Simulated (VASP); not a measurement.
# Li2S (Fm-3m) in VASP: single point with r2SCAN50

Aim: the single point of Li2S with r2SCAN50.

All numbers are computed with VASP 6.6.1; they aren't measurements. Logs are shortened: lines on timing, memory, paths and dates and some standing lists are left out, and cuts for length are marked.

### Step 1. The cell of the first run

The structure is cubic, space group Fm-3m (No. 225). The conventional cell has a = 5.708 Å, b = 5.708 Å, c = 5.708 Å, α = 90.00°, β = 90.00°, γ = 90.00°. Within 3.3 Å of Li (site symmetry -43m) lie 4 S at 2.47 Å and 6 Li at 2.85 Å. S (site symmetry m-3m) has 8 Li at 2.47 Å within 3.3 Å.

### Step 2. Single point, r2SCAN50

POSCAR reads:

```
Li2S
1.0
    0.0000000000      2.8540007422      2.8540007422
    2.8540007422      0.0000000000      2.8540007422
    2.8540007422      2.8540007422      0.0000000000
Li S
2 1
Direct
    0.2500000000      0.2500000000      0.2500000000
    0.7500000000      0.7500000000      0.7500000000
    0.0000000000      0.0000000000      0.0000000000
```

INCAR.step1 reads:

```
PREC = Accurate
ENCUT = 720
EDIFF = 1E-5
ISMEAR = 0
SIGMA = 0.05
LREAL = F
LASPH = T
NELM = 120
ALGO = Normal
ISIF = 2
LWAVE = T
LCHARG = F
GGA = PE
NBANDS = 13
GGA_COMPAT = F
```

INCAR.step2 reads:

```
PREC = Accurate
ENCUT = 720
EDIFF = 1E-6
ISMEAR = 0
SIGMA = 0.05
LREAL = F
LASPH = T
NELM = 120
ALGO = Normal
ISIF = 2
LWAVE = F
LCHARG = F
METAGGA = R2SCAN
LHFCALC = T
AEXX = 0.5
LMIXTAU = T
PRECFOCK = Normal
ISTART = 1
NBANDS = 13
GGA_COMPAT = F
```

KPOINTS reads:

```
regular mesh
0
Gamma
  4 4 4
```

Potentials or basis: VASP PAW PBE potentials, release 64 (Li_sv, S).

The run is started by

```console
cat potpaw_PBE.64/Li_sv/POTCAR potpaw_PBE.64/S/POTCAR > POTCAR
cp INCAR.step1 INCAR
mpirun -np 1 vasp_std > vasp.out
cp INCAR.step2 INCAR
mpirun -np 1 vasp_std > vasp.out
```

OUTCAR:

```text
PREC = Accurate
   ENCUT = 720
   EDIFF = 1E-6
   ISMEAR = 0
   LREAL = F
   LASPH = T
   NELM = 120
   ISIF = 2
   METAGGA = R2SCAN
   LHFCALC = T
   AEXX = 0.5
   PRECFOCK = Normal
   ISTART = 1

 ion  position               nearest neighbor table
   1  0.250  0.250  0.250-   3 2.47   3 2.47   3 2.47   3 2.47
   2  0.750  0.750  0.750-   3 2.47   3 2.47   3 2.47   3 2.47
   3  0.000  0.000  0.000-   2 2.47   2 2.47   2 2.47   1 2.47   2 2.47   1 2.47   1 2.47   1 2.47

  LATTYP: Found a face centered cubic cell.
 ALAT       =     5.7080014844

  Lattice vectors:

 A1 = (   0.0000000000,   2.8540007422,   2.8540007422)
 A2 = (   2.8540007422,   0.0000000000,   2.8540007422)
 A3 = (   2.8540007422,   2.8540007422,   0.0000000000)

Analysis of symmetry for initial positions (statically):
=====================================================================
 Subroutine PRICEL returns:
 Original cell was already a primitive cell.

 Routine SETGRP: Setting up the symmetry group for a
 face centered cubic supercell.

 Subroutine GETGRP returns: Found 48 space group operations
 (whereof 48 operations were pure point group operations)
 out of a pool of 48 trial point group operations.

The static configuration has the point symmetry O_h .

Analysis of symmetry for dynamics (positions and initial velocities):
=====================================================================
 Subroutine PRICEL returns:
 Original cell was already a primitive cell.

 Routine SETGRP: Setting up the symmetry group for a
 face centered cubic supercell.

 Subroutine GETGRP returns: Found 48 space group operations
 (whereof 48 operations were pure point group operations)
 out of a pool of 48 trial point group operations.

The dynamic configuration has the point symmetry O_h .

 Subroutine INISYM returns: Found 48 space group operations
 (whereof 48 operations are pure point group operations),
 and found     1 'primitive' translations

----------------------------------------------------------------------------------------

                                     Primitive cell

  volume of cell :      46.4935

  direct lattice vectors                    reciprocal lattice vectors
     0.000000000  2.854000742  2.854000742    -0.175192666  0.175192666  0.175192666
     2.854000742  0.000000000  2.854000742     0.175192666 -0.175192666  0.175192666
     2.854000742  2.854000742  0.000000000     0.175192666  0.175192666 -0.175192666

  length of vectors
     4.036166557  4.036166557  4.036166557     0.303442599  0.303442599  0.303442599

  position of ions in fractional coordinates (direct lattice)
     0.250000000  0.250000000  0.250000000
     0.750000000  0.750000000  0.750000000
     0.000000000  0.000000000  0.000000000

  ion indices of the primitive-cell ions
   primitive index   ion index
                 1           1
                 2           2
                 3           3

----------------------------------------------------------------------------------------

 KPOINTS: regular mesh

Automatic generation of k-mesh.
 Grid dimensions read from file:
 generate k-points for:    4    4    4

 Generating k-lattice:

  Cartesian coordinates                     Fractional coordinates (reciprocal lattice)
    -0.043798167  0.043798167  0.043798167     0.250000000  0.000000000  0.000000000
     0.043798167 -0.043798167  0.043798167     0.000000000  0.250000000  0.000000000
     0.043798167  0.043798167 -0.043798167     0.000000000  0.000000000  0.250000000

  Length of vectors
     0.075860650  0.075860650  0.075860650

  Shift w.r.t. Gamma in fractional coordinates (k-lattice)
     0.000000000  0.000000000  0.000000000

 Subroutine IBZKPT returns following result:
 ===========================================

 Found      8 irreducible k-points:

 Following reciprocal coordinates:
            Coordinates               Weight
  0.000000  0.000000  0.000000      1.000000
  0.250000  0.000000  0.000000      8.000000
  0.500000  0.000000  0.000000      4.000000
  0.250000  0.250000  0.000000      6.000000
  0.500000  0.250000  0.000000     24.000000
 -0.250000  0.250000  0.000000     12.000000
  0.500000  0.500000  0.000000      3.000000
 -0.250000  0.500000  0.250000      6.000000
   k-points           NKPTS =      8   k-points in BZ     NKDIM =     64   number of bands    NBANDS=     13
   number of dos      NEDOS =    301   number of ions     NIONS =      3
   total plane-waves  NPLWV =  46656
   dimension x,y,z NGX =    36 NGY =   36 NGZ =   36
   dimension x,y,z NGXF=    72 NGYF=   72 NGZF=   72
   ions per type =               2   1
   NGX,Y,Z   is equivalent  to a cutoff of  14.83, 14.83, 14.83 a.u.
   NGXF,Y,Z  is equivalent  to a cutoff of  29.66, 29.66, 29.66 a.u.
 SYSTEM =  unknown system
   PREC   = accura    normal or accurate (medium, high low for compatibility)
   ISTART =      1    job   : 0-new  1-cont  2-samecut
   ICHARG =      0    charge: 1-file 2-atom 10-const
   ISPIN  =      1    spin polarized calculation?
   LNONCOLLINEAR =      F non collinear calculations
   LSORBIT =      F    spin-orbit coupling
   LASPH  =      T    aspherical Exc in radial PAW
   ENCUT  =  720.0 eV  52.92 Ry    7.27 a.u.   8.83  8.83  8.83*2*pi/ulx,y,z
   NELM   =    120;   NELMIN=  2; NELMDL=  0     # of ELM steps
   EDIFF  = 0.1E-05   stopping-criterion for ELM
   LREAL  =      F    real-space projection
   EDIFFG = 0.1E-04   stopping-criterion for IOM
   NSW    =      0    number of steps for IOM
   IBRION =     -1    ionic relax: 0-MD 1-quasi-New 2-CG
   NFREE  =      0    steps in history (QN), initial steepest desc. (CG)
   ISIF   =      2    stress and relaxation
   ISYM   =      3    0-nonsym 1-usesym 2-fastsym
   POTIM  = 0.5000    time-step for ionic-motion
   TEBEG  =    0.0;   TEEND  =   0.0 temperature during run
   PSTRESS=    0.0 pullay stress
   NELECT =      12.0000    total number of electrons
   NUPDOWN=      -1.0000    fix difference up-down
   EMIN   =  10.00;   EMAX   =-10.00  energy-range for DOS
   EFERMI =   0.00;   METHOD = LEGACY
   ISMEAR =     0;   SIGMA  =   0.05  broadening in eV -4-tet -1-fermi 0-gaus
   EFERMI_NEDOS =   21; number of points for ismear=-14 and -15
   IALGO  =     38    algorithm
   IMIX   =      1    mixing-type and parameters
     AMIX     =   0.40;   BMIX     =  1.00
     AMIX_MAG =   1.60;   BMIX_MAG =  1.00
  volume/ion in A,a.u.               =      15.50       104.58
  Fermi-wavevector in a.u.,A,eV,Ry     =   1.042328  1.969715 14.782024  1.086448
  Thomas-Fermi vector in A             =   2.176989
   LORBIT       =      0    0 simple, 1 ext, 2 COOP (PROOUT), +10 PAW based schemes
   METAGGA = R2SCAN    functional components
   LHFCALC =     T    Hartree Fock is set to
   PRECFOCK=normal    Normal, Fast or Accurate (Low or Medium for compatibility)
   ENCUT4O =  -1.0   cutoff for four orbital integrals eV
   NKREDX  =     1    reduce k-point grid by
   NKREDY  =     1    reduce k-point grid by
   NKREDZ  =     1    reduce k-point grid by
   AEXX    =    0.5000 exact exchange contribution
   HFSCREEN=    0.0000 screening length (either q_TF or 0.3 A-1)
   HFSCREENC=   0.0000 screening length for correlation (either q_TF or 0.3 A-1)
   ENCUTFOCK=  -1.0 apply spherical cutoff to Coloumb kernel
   IVDW    =     0    specifies the selected vdW correction
   LEPSILON=     F    determine dielectric tensor
   LRPA    =     F    only Hartree local field effects (RPA)
 non-spin polarized calculation
 Gauss-broadening in eV      SIGMA  =   0.05
  energy-cutoff  :      720.00
  volume of cell :       46.49
 maximum number of plane-waves:      2085
  NGX = 28; NGY = 28; NGZ = 28

 number of electron      11.9999999 magnetization

 Free energy of the ion-electron system (eV)
  ---------------------------------------------------
  ext. energy  EPLUGINS =         0.00000000
  ---------------------------------------------------
  free energy    TOTEN  =       -19.44424919 eV

  energy without entropy =      -19.44424919  energy(sigma->0) =      -19.44424919

 E-fermi :  -0.5471     XC(G=0):  -5.0395

 val. band max:       -0.8409323940   @ k =   0.0000   0.0000   0.0000
 cond. band min:       5.9860830817   @ k =   0.5000   0.5000   0.0000
 fundamental gap:      6.8270154757
 Fermi energy:        -0.5471304611

 k-point     1 :       0.0000    0.0000    0.0000
  band No.  band energies     occupation
      1     -51.7369      2.00000
      2     -51.6941      2.00000
      3     -14.3146      2.00000
      4      -0.8409      2.00000
      5      -0.8409      2.00000
      6      -0.8409      2.00000
      7       7.0825      0.00000
      8       9.4399      0.00000
      9       9.4399      0.00000
     10       9.4399      0.00000
     11      14.6717      0.00000
     12      14.6717      0.00000
     13      15.9320      0.00000

 k-point     2 :       0.2500    0.0000    0.0000
  band No.  band energies     occupation
      1     -51.7301      2.00000
      2     -51.6996      2.00000
      3     -14.0542      2.00000
      4      -2.8170      2.00000
      5      -1.1561      2.00000
      6      -1.1561      2.00000
      7       8.3501      0.00000
      8      10.0236      0.00000
      9      10.0236      0.00000
     10      10.6896      0.00000
     11      13.2406      0.00000
     12      13.2406      0.00000
     13      16.4739      0.00000
[... 65 lines left out ...]
 k-point     7 :       0.5000    0.5000    0.0000
  band No.  band energies     occupation
      1     -51.7213      2.00000
      2     -51.7060      2.00000
      3     -13.5900      2.00000
      4      -3.4969      2.00000
      5      -2.4984      2.00000
      6      -2.4984      2.00000
      7       5.9861      0.00000
      8      10.2437      0.00000
      9      14.8609      0.00000
     10      14.8609      0.00000
     11      16.0037      0.00000
     12      16.4824      0.00000
     13      16.4824      0.00000

 k-point     8 :      -0.2500    0.5000    0.2500
  band No.  band energies     occupation
      1     -51.7137      2.00000
      2     -51.7137      2.00000
      3     -13.5767      2.00000
      4      -3.0362      2.00000
      5      -3.0362      2.00000
      6      -2.8339      2.00000
      7       8.2232      0.00000
      8      10.5806      0.00000
      9      12.3271      0.00000
     10      12.3271      0.00000
     11      15.7596      0.00000
     12      15.7596      0.00000
     13      16.6638      0.00000

------------------------ aborting loop because EDIFF is reached ----------------------------------------

  FORCE on cell =-STRESS in cart. coord.  units (eV):
  Direction    XX          YY          ZZ          XY          YZ          ZX
  --------------------------------------------------------------------------------------
  -------------------------------------------------------------------------------------
  Total       -0.4362422     -0.4362422     -0.4362422      0.0000000     -0.0000000      0.0000000
  in kB      -15.0330114    -15.0330114    -15.0330114      0.0000000     -0.0000000      0.0000000
  external PRESSURE =     -15.0330114 kB  Pullay stress =       0.0000000 kB

 VOLUME and BASIS-vectors are now :
 -----------------------------------------------------------------------------
  energy-cutoff  :      720.00
  volume of cell :       46.49
      direct lattice vectors                 reciprocal lattice vectors
     0.000000000  2.854000742  2.854000742    -0.175192666  0.175192666  0.175192666
     2.854000742  0.000000000  2.854000742     0.175192666 -0.175192666  0.175192666
     2.854000742  2.854000742  0.000000000     0.175192666  0.175192666 -0.175192666

 POSITION                                       TOTAL-FORCE (eV/Angst)
 -----------------------------------------------------------------------------------
      1.42700      1.42700      1.42700         0.000000     -0.000000     -0.000000
      4.28100      4.28100      4.28100        -0.000000     -0.000000      0.000000
      0.00000      0.00000      0.00000         0.000000      0.000000     -0.000000
 -----------------------------------------------------------------------------------
    total drift:                               -0.000000     -0.000000      0.000000

  FREE ENERGIE OF THE ION-ELECTRON SYSTEM (eV)
  ---------------------------------------------------
  free  energy   TOTEN  =       -19.4442491938 eV

  energy  without entropy=      -19.4442491938  energy(sigma->0) =      -19.44424919
```

It took 11 min on 1 thread of Intel Xeon Platinum 8488C (Sapphire Rapids), shared host; peak memory 0.22 GiB.

What came out:

```
Free energy            : -19.4442 eV
Pressure               : -1.5 GPa
Band gap on the k mesh : 6.83 eV (least direct gap 7.92 eV)
```

Caveat: the k points lie up to 0.48 Å⁻¹ apart; the PAW data sets were made with another functional, which shifts forces and pressure a little. A k mesh can miss the band edges.
